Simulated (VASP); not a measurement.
# Os (Fm-3m) in VASP: a series of runs, part 3 of 3

VASP 6.6.1.

## 5. Single point, PBE

Input file INCAR:

```
SYSTEM = Os
ALGO = Fast
EDIFF = 1E-7
ENCUT = 520
GGA = PE
ISIF = 2
ISMEAR = -1
LASPH = .True.
LCHARG = .False.
LREAL = .False.
LWAVE = .False.
NBANDS = 10
NELM = 80
PREC = Accurate
SIGMA = 0.27211386245988
```

Input file KPOINTS:

```
k-points
0
Gamma
  10 10 10
  0 0 0
```

Input file POSCAR:

```
Os
1.0
    0.0000000000      1.9220413878      1.9220413878
    1.9220413878      0.0000000000      1.9220413878
    1.9220413878      1.9220413878      0.0000000000
Os
1
Direct
    0.0000000000      0.0000000000      0.0000000000
```

Potentials or basis: VASP PAW PBE potentials, release 64 (Os).

On the command line:

```console
> cat potpaw_PBE.64/Os/POTCAR > POTCAR
> mpirun -np 1 vasp_std > vasp.out
```

OUTCAR:

```text
SYSTEM = Os
   EDIFF = 1E-7
   ENCUT = 520
   GGA = PE
   ISIF = 2
   ISMEAR = -1
   LASPH = .True.
   LREAL = .False.
   NELM = 80
   PREC = Accurate

 ion  position               nearest neighbor table
   1  0.000  0.000  0.000-

  LATTYP: Found a face centered cubic cell.
 ALAT       =     3.8440827756

  Lattice vectors:

 A1 = (   0.0000000000,   1.9220413878,   1.9220413878)
 A2 = (   1.9220413878,   0.0000000000,   1.9220413878)
 A3 = (   1.9220413878,   1.9220413878,   0.0000000000)

Analysis of symmetry for initial positions (statically):
=====================================================================
 Subroutine PRICEL returns:
 Original cell was already a primitive cell.

 Routine SETGRP: Setting up the symmetry group for a
 face centered cubic supercell.

 Subroutine GETGRP returns: Found 48 space group operations
 (whereof 48 operations were pure point group operations)
 out of a pool of 48 trial point group operations.

The static configuration has the point symmetry O_h .

Analysis of symmetry for dynamics (positions and initial velocities):
=====================================================================
 Subroutine PRICEL returns:
 Original cell was already a primitive cell.

 Routine SETGRP: Setting up the symmetry group for a
 face centered cubic supercell.

 Subroutine GETGRP returns: Found 48 space group operations
 (whereof 48 operations were pure point group operations)
 out of a pool of 48 trial point group operations.

The dynamic configuration has the point symmetry O_h .

 Subroutine INISYM returns: Found 48 space group operations
 (whereof 48 operations are pure point group operations),
 and found     1 'primitive' translations

----------------------------------------------------------------------------------------

[... 111 lines left out ...]
  volume/ion in A,a.u.               =      14.20        95.83
  Fermi-wavevector in a.u.,A,eV,Ry     =   1.352069  2.555039 24.872671  1.828090
  Thomas-Fermi vector in A             =   2.479438
   LORBIT       =      0    0 simple, 1 ext, 2 COOP (PROOUT), +10 PAW based schemes
   GGA     = PE    functional components
   LHFCALC =     F    Hartree Fock is set to
   AEXX    =    0.0000 exact exchange contribution
   IVDW    =     0    specifies the selected vdW correction
   LEPSILON=     F    determine dielectric tensor
   LRPA    =     F    only Hartree local field effects (RPA)
 non-spin polarized calculation
 RMM-DIIS sequential band-by-band and
  energy-cutoff  :      520.00
  volume of cell :       14.20
 maximum number of plane-waves:       392
   NGX = 11   NGY = 11   NGZ = 11

 number of electron       8.0000000 magnetization

 Free energy of the ion-electron system (eV)
  ---------------------------------------------------
  ext. energy  EPLUGINS =         0.00000000
  ---------------------------------------------------
  free energy    TOTEN  =       -11.20192119 eV

  energy without entropy =      -10.97456174  energy(sigma->0) =      -11.08824146

 E-fermi :   9.1725     XC(G=0): -13.9667

 val. band max:        9.1144961970   @ k =   0.5000   0.3000   0.0000
 cond. band min:       9.1823061813   @ k =   0.3000   0.1000   0.0000
 fundamental gap:      0.0678099842
 Fermi energy:         9.1725202589

 k-point     1 :       0.0000    0.0000    0.0000
  band No.  band energies     occupation
      1      -1.5686      2.00000
      2       6.1982      1.99996
      3       6.1982      1.99996
      4       6.1982      1.99996
      5       9.1844      0.97818
      6       9.1844      0.97818
      7      23.3799      0.00000
      8      29.1141      0.00000
      9      29.1141      0.00000
     10      29.1141      0.00000
[... 287 lines left out ...]
 k-point    24 :       0.4000    0.3000    0.0000
  band No.  band energies     occupation
      1       2.3304      2.00000
      2       3.2056      2.00000
      3       7.3213      1.99778
      4       9.5155      0.44184
      5      11.2162      0.00109
      6      11.4041      0.00055
      7      22.8539      0.00000
      8      25.0162      0.00000
      9      26.3898      0.00000
     10      31.0091      0.00000

 [... further k-points ...]

------------------------ aborting loop because EDIFF is reached ----------------------------------------

  FORCE on cell =-STRESS in cart. coord.  units (eV):
  Direction    XX          YY          ZZ          XY          YZ          ZX
  --------------------------------------------------------------------------------------
  -------------------------------------------------------------------------------------
  Total        0.5301011      0.5301011      0.5301011     -0.0000000     -0.0000000      0.0000000
  in kB       59.8068736     59.8068736     59.8068736     -0.0000000     -0.0000000      0.0000000
  external PRESSURE =      59.8068736 kB  Pullay stress =       0.0000000 kB

 VOLUME and BASIS-vectors are now :
 -----------------------------------------------------------------------------
  energy-cutoff  :      520.00
  volume of cell :       14.20
      direct lattice vectors                 reciprocal lattice vectors
     0.000000000  1.922041388  1.922041388    -0.260140080  0.260140080  0.260140080
     1.922041388  0.000000000  1.922041388     0.260140080 -0.260140080  0.260140080
     1.922041388  1.922041388  0.000000000     0.260140080  0.260140080 -0.260140080

 POSITION                                       TOTAL-FORCE (eV/Angst)
 -----------------------------------------------------------------------------------
      0.00000      0.00000      0.00000         0.000000      0.000000     -0.000000
 -----------------------------------------------------------------------------------
    total drift:                               -0.000000     -0.000000     -0.000000

  FREE ENERGIE OF THE ION-ELECTRON SYSTEM (eV)
  ---------------------------------------------------
  free  energy   TOTEN  =       -11.2019211903 eV

  energy  without entropy=      -10.9745617366  energy(sigma->0) =      -11.08824146
```

stdout:

```text
POSCAR found type information on POSCAR Os
 POSCAR found :  1 types and       1 ions
 scaLAPACK will be used
 LDA part: xc-table for (Slater+PW92), standard interpolation
 POSCAR, INCAR and KPOINTS ok, starting setup
 FFT: planning ... GRIDC
 FFT: planning ... GRID_SOFT
 FFT: planning ... GRID
 WAVECAR not read
 entering main loop
```

It took 14 s on 1 thread of AMD EPYC 7R13, shared host; peak memory 0.1 GiB.

Results:

```
Free energy            : -11.2019 eV
Pressure               : 6.0 GPa
Band gap on the k mesh : zero (band 4 reaches 11.51 eV, above the bottom of band 5 at 7.62 eV)
```

Caveat: spin-orbit coupling is left out, which moves the levels of the heavy elements.

## 6. Single point, PBE+U

Input file INCAR:

```
  PREC = Accurate
  ENCUT = 520
  EDIFF = 1E-6
  ISMEAR = 0
  SIGMA = 0.1
  LREAL = False
  LASPH = True
  NELM = 150
  ALGO = Fast
  ISIF = 2
  LWAVE = False
  LCHARG = True
  LMAXMIX = 4
  LDAU = True
  LDAUTYPE = 1
  LDAUL = 2
  LDAUU = 5.6
  LDAUJ = 0.69
  LDAUPRINT = 1
  GGA = PE
  LELF = True
  LVHAR = True
  NBANDS = 10
```

Input file KPOINTS:

```
regular mesh
0
Gamma
  10 10 10
```

POSCAR is that of step 5.

Potentials or basis: VASP PAW PBE potentials, release 64 (Os).

On the command line:

```console
> cat potpaw_PBE.64/Os/POTCAR > POTCAR
> mpirun -np 1 vasp_std > vasp.out
```

Wall time 1.7 min (1 thread of AMD EPYC 7R13, shared host); peak memory 0.1 GiB.

It converged, with:

| Property | Result |
| --- | --- |
| Free energy | -5.4188 eV |
| Pressure | -7.8 GPa |
| Band gap on the k mesh | zero (band 4 reaches 11.36 eV, above the bottom of band 5 at 6.85 eV) |

Levels at points of the mesh, in eV from the Fermi level:
```
           k point  band 1  band 2  band 3  band 4  band 5  band 6  band 7  band 8
(0.00, 0.00, 0.00)   -9.80   -2.14   -2.14   -2.14   -0.66   -0.66   15.09   20.96
(0.50, 0.00, 0.00)   -6.79   -3.32   -3.32    0.71    2.76    2.76    9.71   14.72
(0.50, 0.50, 0.00)   -8.02   -6.00    1.73    3.19    3.93    3.93   12.46   13.10
```

Eigenvalues of the final occupation matrices:
| site | spin | trace | eigenvalues |
| --- | --- | --- | --- |
| site 1 d | 1 | 3.35 | 0.55 0.55 0.55 0.85 0.85 |
| site 1 d | 2 | 3.35 | 0.55 0.55 0.55 0.85 0.85 |

Caveat: spin-orbit coupling is left out, which moves the levels of the heavy elements; U without spin polarisation on a metal has little footing; the U is typed as a test and isn't derived for this compound.

## 7. Summary

```csv
level,U,smearing,LDAUTYPE,hund's J,gap on the mesh (eV),pressure (GPa)
PBE,-,tetrahedron,-,-,none,5.5
PBEsol,-,gaussian 0.1 eV,-,-,none,-6.6
PBE,-,fermi-dirac 0.272114 eV,-,-,none,6.0
PBE+U,"Os d U = 5.6 eV, J = 0.69 eV",gaussian 0.1 eV,1,0.69,none,-7.8
```

Alike in all rows: task single point; potentials or basis VASP PAW PBE potentials, release 64 (Os); no spin polarisation; cell as given; k mesh 10 × 10 × 10; cutoff (eV) 520.

Every run on the cell as given and a fine mesh finds a metal. The pressure there spans -7.8 GPa (PBE+U) to 6.0 GPa (PBE); a positive pressure means that this level wants a larger cell, a negative one a smaller.

Caveats: spin-orbit coupling is left out, which moves the levels of the heavy elements; the PAW data sets were made with another functional, which shifts forces and pressure a little (some runs); U without spin polarisation on a metal has little footing (some runs); the U is typed as a test and isn't derived for this compound (some runs).

Total energies depend on the potentials used, so only differences within one code and one set of settings carry meaning.
